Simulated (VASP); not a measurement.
# InGa3P4 (P-4m2) in VASP: relaxation of cell and atoms with PBE

Aim: the relaxation of cell and atoms of InGa3P4 with PBE.

All numbers are computed with VASP 6.6.1; they aren't measurements. Logs are shortened: lines on timing, memory, paths and dates and some standing lists are left out, and cuts for length are marked.

### 1 The cell of the first run

Symmetry: P-4m2, No. 115, tetragonal system. The conventional cell has a = 3.982 Å, b = 3.982 Å, c = 11.193 Å, α = 90.00°, β = 90.00°, γ = 90.00°. In (site symmetry -4m2) has 4 P at 2.54 Å within 3.4 Å. Ga (site symmetry 2mm) has 4 P at 2.39 to 2.40 Å within 3.2 Å. Within 3.2 Å of Ga (site symmetry -4m2) lie 4 P at 2.40 Å. Within 3.2 Å of P (site symmetry 2mm) lie 2 Ga at 2.39 Å and 2 In at 2.54 Å. P (site symmetry 2mm) has 4 Ga at 2.40 Å within 3.2 Å.

### 2 Relaxation of cell and atoms, PBE

Input file INCAR:

```
SYSTEM = InGa3P4
  PREC = Accurate
  ENCUT = 600
  EDIFF = 1E-6
  ISMEAR = 0
  SIGMA = 0.02
  LREAL = .FALSE.
  LASPH = .TRUE.
  NELM = 60
  ALGO = Normal
  ISIF = 3
  LWAVE = .FALSE.
  LCHARG = .FALSE.
  GGA = PE
  IBRION = 2
  NSW = 100
  EDIFFG = -0.01
```

Input file KPOINTS:

```
Automatic mesh
0
G
  8 8 4
  0 0 0
```

Input file POSCAR:

```
InGa3P4
1.0
    3.9822421235      0.0000000000      0.0000000000
    0.0000000000      3.9822421235      0.0000000000
    0.0000000000      0.0000000000     11.1932482827
In Ga P
1 3 4
Direct
    0.5000000000      0.5000000000      0.0000000000
    0.0000000000      0.0000000000      0.7401798723
    0.0000000000      0.0000000000      0.2598201277
    0.5000000000      0.5000000000      0.5000000000
    0.5000000000      0.0000000000      0.8588273245
    0.0000000000      0.5000000000      0.1411726755
    0.5000000000      0.0000000000      0.3798797009
    0.0000000000      0.5000000000      0.6201202991
```

Potentials or basis: VASP PAW PBE potentials, release 64 (In_d, Ga_d, P).

Started as:

```sh
$ cat potpaw_PBE.64/In_d/POTCAR potpaw_PBE.64/Ga_d/POTCAR potpaw_PBE.64/P/POTCAR > POTCAR
$ mpirun -np 1 vasp_std > vasp.out
```

OUTCAR:

```text
SYSTEM = InGa3P4
   PREC = Accurate
   ENCUT = 600
   EDIFF = 1E-6
   ISMEAR = 0
   LREAL = .FALSE.
   LASPH = .TRUE.
   NELM = 60
   ISIF = 3
   GGA = PE
   IBRION = 2
   NSW = 100
   EDIFFG = -0.01

 ion  position               nearest neighbor table
   1  0.500  0.500  0.000-   5 2.54   6 2.54   5 2.54   6 2.54
   2  0.000  0.000  0.740-   5 2.39   5 2.39   8 2.40   8 2.40
   3  0.000  0.000  0.260-   6 2.39   6 2.39   7 2.40   7 2.40
   4  0.500  0.500  0.500-   7 2.40   8 2.40   7 2.40   8 2.40
   5  0.500  0.000  0.859-   2 2.39   2 2.39   1 2.54   1 2.54
   6  0.000  0.500  0.141-   3 2.39   3 2.39   1 2.54   1 2.54
   7  0.500  0.000  0.380-   3 2.40   3 2.40   4 2.40   4 2.40
   8  0.000  0.500  0.620-   2 2.40   2 2.40   4 2.40   4 2.40

  LATTYP: Found a simple tetragonal cell.
 ALAT       =     3.9822421235
 C/A-ratio  =     2.8107904883

  Lattice vectors:

 A1 = (   3.9822421235,   0.0000000000,   0.0000000000)
 A2 = (   0.0000000000,   3.9822421235,   0.0000000000)
 A3 = (   0.0000000000,   0.0000000000,  11.1932482827)

Analysis of symmetry for initial positions (statically):
=====================================================================
 Subroutine PRICEL returns:
 Original cell was already a primitive cell.

 Routine SETGRP: Setting up the symmetry group for a
 simple tetragonal supercell.

 Subroutine GETGRP returns: Found  8 space group operations
 (whereof  8 operations were pure point group operations)
 out of a pool of 16 trial point group operations.

The static configuration has the point symmetry D_2d.

Analysis of symmetry for dynamics (positions and initial velocities):
=====================================================================
 Subroutine PRICEL returns:
 Original cell was already a primitive cell.

 Routine SETGRP: Setting up the symmetry group for a
 simple tetragonal supercell.

 Subroutine GETGRP returns: Found  8 space group operations
 (whereof  8 operations were pure point group operations)
 out of a pool of 16 trial point group operations.

The dynamic configuration has the point symmetry D_2d.

 Subroutine INISYM returns: Found  8 space group operations
 (whereof  8 operations are pure point group operations),
 and found     1 'primitive' translations

----------------------------------------------------------------------------------------

                                     Primitive cell

  volume of cell :     177.5054

  direct lattice vectors                    reciprocal lattice vectors
     3.982242123  0.000000000  0.000000000     0.251114816  0.000000000  0.000000000
     0.000000000  3.982242123  0.000000000     0.000000000  0.251114816  0.000000000
     0.000000000  0.000000000 11.193248283     0.000000000  0.000000000  0.089339571

  length of vectors
     3.982242123  3.982242123 11.193248283     0.251114816  0.251114816  0.089339571

  position of ions in fractional coordinates (direct lattice)
     0.500000000  0.500000000  0.000000000
     0.000000000  0.000000000  0.740179872
     0.000000000  0.000000000  0.259820128
     0.500000000  0.500000000  0.500000000
     0.500000000  0.000000000  0.858827324
     0.000000000  0.500000000  0.141172676
     0.500000000  0.000000000  0.379879701
     0.000000000  0.500000000  0.620120299

  ion indices of the primitive-cell ions
   primitive index   ion index
                 1           1
                 2           2
                 3           3
                 4           4
                 5           5
                 6           6
                 7           7
                 8           8

----------------------------------------------------------------------------------------

 KPOINTS: Automatic mesh

Automatic generation of k-mesh.
 Grid dimensions read from file:
 generate k-points for:    8    8    4

 Generating k-lattice:

  Cartesian coordinates                     Fractional coordinates (reciprocal lattice)
     0.031389352  0.000000000  0.000000000     0.125000000  0.000000000  0.000000000
     0.000000000  0.031389352  0.000000000     0.000000000  0.125000000  0.000000000
     0.000000000  0.000000000  0.022334893     0.000000000  0.000000000  0.250000000

  Length of vectors
     0.031389352  0.031389352  0.022334893

  Shift w.r.t. Gamma in fractional coordinates (k-lattice)
     0.000000000  0.000000000  0.000000000

 Subroutine IBZKPT returns following result:
 ===========================================

 Found     45 irreducible k-points:

 Following reciprocal coordinates:
            Coordinates               Weight
  0.000000  0.000000  0.000000      1.000000
  0.125000  0.000000  0.000000      4.000000
  0.250000  0.000000  0.000000      4.000000
  0.375000  0.000000  0.000000      4.000000
  0.500000  0.000000  0.000000      2.000000
  0.125000  0.125000  0.000000      4.000000
[... 16 lines left out ...]
  0.375000  0.125000  0.250000     16.000000
  0.500000  0.125000  0.250000      8.000000
 [... further k-points ...]
   k-points           NKPTS =     45   k-points in BZ     NKDIM =     45   number of bands    NBANDS=     43
   number of dos      NEDOS =    301   number of ions     NIONS =      8
   total plane-waves  NPLWV =  92160
   dimension x,y,z NGX =    32 NGY =   32 NGZ =   90
   dimension x,y,z NGXF=    64 NGYF=   64 NGZF=  180
   ions per type =               1   3   4
   NGX,Y,Z   is equivalent  to a cutoff of  13.36, 13.36, 13.37 a.u.
   NGXF,Y,Z  is equivalent  to a cutoff of  26.72, 26.72, 26.73 a.u.
 SYSTEM =  InGa3P4
   PREC   = accura    normal or accurate (medium, high low for compatibility)
   ISTART =      0    job   : 0-new  1-cont  2-samecut
   ICHARG =      2    charge: 1-file 2-atom 10-const
   ISPIN  =      1    spin polarized calculation?
   LNONCOLLINEAR =      F non collinear calculations
   LSORBIT =      F    spin-orbit coupling
   LASPH  =      T    aspherical Exc in radial PAW
   ENCUT  =  600.0 eV  44.10 Ry    6.64 a.u.   7.95  7.95 22.36*2*pi/ulx,y,z
   NELM   =     60;   NELMIN=  2; NELMDL= -5     # of ELM steps
   EDIFF  = 0.1E-05   stopping-criterion for ELM
   LREAL  =      F    real-space projection
   EDIFFG = -.1E-01   stopping-criterion for IOM
   NSW    =    100    number of steps for IOM
   IBRION =      2    ionic relax: 0-MD 1-quasi-New 2-CG
   NFREE  =      1    steps in history (QN), initial steepest desc. (CG)
   ISIF   =      3    stress and relaxation
   ISYM   =      2    0-nonsym 1-usesym 2-fastsym
   POTIM  = 0.5000    time-step for ionic-motion
   TEBEG  =    0.0;   TEEND  =   0.0 temperature during run
   PSTRESS=    0.0 pullay stress
   NELECT =      72.0000    total number of electrons
   NUPDOWN=      -1.0000    fix difference up-down
   EMIN   =  10.00;   EMAX   =-10.00  energy-range for DOS
   EFERMI =   0.00;   METHOD = LEGACY
   ISMEAR =     0;   SIGMA  =   0.02  broadening in eV -4-tet -1-fermi 0-gaus
   EFERMI_NEDOS =   21; number of points for ismear=-14 and -15
   IALGO  =     38    algorithm
   IMIX   =      4    mixing-type and parameters
     AMIX     =   0.40;   BMIX     =  1.00
     AMIX_MAG =   1.60;   BMIX_MAG =  1.00
  volume/ion in A,a.u.               =      22.19       149.73
  Fermi-wavevector in a.u.,A,eV,Ry     =   1.211849  2.290063 19.981217  1.468578
  Thomas-Fermi vector in A             =   2.347352
   LORBIT       =      0    0 simple, 1 ext, 2 COOP (PROOUT), +10 PAW based schemes
   GGA     = PE    functional components
   LHFCALC =     F    Hartree Fock is set to
   AEXX    =    0.0000 exact exchange contribution
   IVDW    =     0    specifies the selected vdW correction
   LEPSILON=     F    determine dielectric tensor
   LRPA    =     F    only Hartree local field effects (RPA)
 conjugate gradient relaxation of ions
 non-spin polarized calculation
 Gauss-broadening in eV      SIGMA  =   0.02
  energy-cutoff  :      600.00
  volume of cell :      177.51
 maximum number of plane-waves:      5976
 NGX is ok and might be reduce to    32
   NGX = 15   NGY = 15   NGZ = 45

--------------------------------------- Ionic step        1  -------------------------------------------

 number of electron      71.9999993 magnetization

 Free energy of the ion-electron system (eV)
  ---------------------------------------------------
  ext. energy  EPLUGINS =         0.00000000
  ---------------------------------------------------
  free energy    TOTEN  =       -35.63857933 eV

  energy without entropy =      -35.63857933  energy(sigma->0) =      -35.63857933

------------------------ aborting loop because EDIFF is reached ----------------------------------------

  FORCE on cell =-STRESS in cart. coord.  units (eV):
  Direction    XX          YY          ZZ          XY          YZ          ZX
  --------------------------------------------------------------------------------------
  -------------------------------------------------------------------------------------
  Total       -0.3047450     -0.3047450      0.5625409      0.0000000      0.0000000     -0.0000000
  in kB       -2.7506522     -2.7506522      5.0775384      0.0000000      0.0000000     -0.0000000
  external PRESSURE =      -0.1412553 kB  Pullay stress =       0.0000000 kB
[... 153 lines left out ...]
  energy  without entropy=      -35.6424209534  energy(sigma->0) =      -35.64242095

--------------------------------------- Ionic step        5  -------------------------------------------

 number of electron      71.9999987 magnetization

 Free energy of the ion-electron system (eV)
  ---------------------------------------------------
  ext. energy  EPLUGINS =         0.00000000
  ---------------------------------------------------
  free energy    TOTEN  =       -35.64247745 eV

  energy without entropy =      -35.64247745  energy(sigma->0) =      -35.64247745

 E-fermi :   4.6337     XC(G=0):  -9.5350

 val. band max:        4.5328661844   @ k =   0.0000   0.0000   0.0000
 cond. band min:       5.6394012915   @ k =   0.0000   0.0000   0.0000
 fundamental gap:      1.1065351071
 Fermi energy:         4.6336658423

 k-point     1 :       0.0000    0.0000    0.0000
  band No.  band energies     occupation
      1     -10.1173      2.00000
      2     -10.0901      2.00000
      3     -10.0431      2.00000
      4     -10.0278      2.00000
      5     -10.0278      2.00000
      6     -10.0131      2.00000
[... 1093 lines left out ...]
     42       8.9027      0.00000
     43       8.9114      0.00000

 [... further k-points ...]

------------------------ aborting loop because EDIFF is reached ----------------------------------------

  FORCE on cell =-STRESS in cart. coord.  units (eV):
  Direction    XX          YY          ZZ          XY          YZ          ZX
  --------------------------------------------------------------------------------------
  -------------------------------------------------------------------------------------
  Total       -0.0209786     -0.0209786     -0.0209977      0.0000000      0.0000000      0.0000000
  in kB       -0.1894022     -0.1894022     -0.1895750      0.0000000      0.0000000      0.0000000
  external PRESSURE =      -0.1894598 kB  Pullay stress =       0.0000000 kB
[... 23 lines left out ...]
  FREE ENERGIE OF THE ION-ELECTRON SYSTEM (eV)
  ---------------------------------------------------
  free  energy   TOTEN  =       -35.6424774461 eV

  energy  without entropy=      -35.6424774461  energy(sigma->0) =      -35.64247745

 reached required accuracy - stopping structural energy minimisation
```

Run time: 28 min. Hardware: 1 thread of Oxide Virtual Turin-like, shared host; peak memory 0.52 GiB.

What came out:

* Free energy: -35.6425 eV
* Relaxed volume: 22.18 Å³/atom
* Relaxed cell: a = 3.965 Å, b = 3.965 Å, c = 11.288 Å, α = 90.00°, β = 90.00°, γ = 90.00°
* Space group after relaxing (to 0.1 Å): P-4m2 (No. 115)
* Energy gained by relaxing: 0.5 meV/atom
* Ionic steps: 5
* Pressure after relaxing: 0.0 GPa
* Largest force after relaxing: 0.007 eV/Å
* Band gap on the k mesh: 1.11 eV

Forces on the atoms (eV/Å):
```
In   0.000  0.000  0.000
Ga   0.000  0.000  0.000
Ga   0.000  0.000  0.000
Ga   0.000  0.000  0.000
P    0.000  0.000  0.002
P    0.000  0.000 -0.002
P    0.000  0.000 -0.007
P    0.000  0.000  0.007
```

Step by step:
| step | energy change (eV) | largest force (eV/Å) | pressure (GPa) | volume (Å³) |
| --- | --- | --- | --- | --- |
| 1 | 0.0000 | 0.0424 | -0.01 | 177.51 |
| 2 | -0.0026 | 0.0164 | -0.04 | 177.45 |
| 3 | -0.0038 | 0.0272 | 0.01 | 177.36 |
| 4 | -0.0038 | 0.0207 | 0.02 | 177.38 |
| 5 | -0.0039 | 0.0073 | -0.02 | 177.46 |

Final structure:
```
In Ga P
1.0
     3.96500    0.00000    0.00000
     0.00000    3.96500    0.00000
     0.00000    0.00000   11.28798
In Ga P
1 3 4
Direct
  0.50000 0.50000 0.00000
  0.00000 0.00000 0.74022
  0.00000 0.00000 0.25978
  0.50000 0.50000 0.50000
  0.50000 0.00000 0.85916
  0.00000 0.50000 0.14084
  0.50000 0.00000 0.38002
  0.00000 0.50000 0.61998
```

Caveat: spin-orbit coupling is left out, which moves the levels of the heavy elements. A k mesh can miss the band edges.
